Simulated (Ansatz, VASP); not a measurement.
**Sn in VASP and in Ansatz**

```
Sn
1.0
    -1.81887    1.81887    1.74308
     1.81887   -1.81887    1.74308
     1.81887    1.81887   -1.74308
Sn
1
Direct
  0.00000 0.00000 0.00000
```

Change from the starting cell: strain -0.040 along x and y, -0.080 along z, atoms carried along.

Alike in both runs: task single point; functional PBEsol; k mesh 18 × 18 × 18; occupations gaussian, width 0.15 eV; no spin polarisation.

|  | VASP | Ansatz |
| --- | --- | --- |
| version | VASP 6.6.1 | Ansatz 0.2.0 |
| potentials or method | VASP PAW PBE potentials, release 64 (Sn_d), cutoff 520 eV | scalar-relativistic, plane waves, PAW |
| valence electrons in the cell | 14 | 14 |

```tsv
	VASP	Ansatz	Ansatz less VASP
gap on the k mesh at the Fermi level (eV)	none	none	-
pressure (GPa)	9.4	9.5	+0.03
traceless stress, the component that is largest in VASP (GPa)	-0.65	-0.65	0.000
```

VASP's potentials were made for PBE, not for PBEsol. A gap of «none» marks a metal or a gap that the smearing closes.
